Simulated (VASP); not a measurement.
The system is Fe.

```
Fe
1.0
    -1.41631    1.41631    1.41631
     1.41631   -1.41631    1.41631
     1.41631    1.41631   -1.41631
Fe
1
Direct
  0.00000 0.00000 0.00000
```

Base run:

- Program: VASP 6.6.1
- Functional: PBE
- Potentials or basis: VASP PAW PBE potentials, release 64 (Fe)
- Cutoff: 520 eV
- k mesh: 15 × 15 × 15
- Occupations: methfessel-paxton, width 0.01 eV
- Spin: collinear spin, ferromagnetic start
- Starting moments: [2.208] μB

Its results: pressure -0.4 GPa; net moment 2.18 μB per cell; site moments Fe +2.18 μB.

Problem. After a change of settings the same cell gave: pressure -1.1 GPa; net moment 2.18 μB per cell; site moments Fe +2.18 μB. Which change was it?
A. occupations from methfessel-paxton, width 0.01 eV to methfessel-paxton, width 0.03 eV
B. occupations from methfessel-paxton, width 0.01 eV to methfessel-paxton, width 0.6 eV
C. k mesh from 15 × 15 × 15 to 16 × 16 × 16; occupations from methfessel-paxton, width 0.01 eV to fermi-dirac, width 0.05 eV

Solution. B.

Caveats: so wide a smearing shifts energies and pressures (at least some runs).
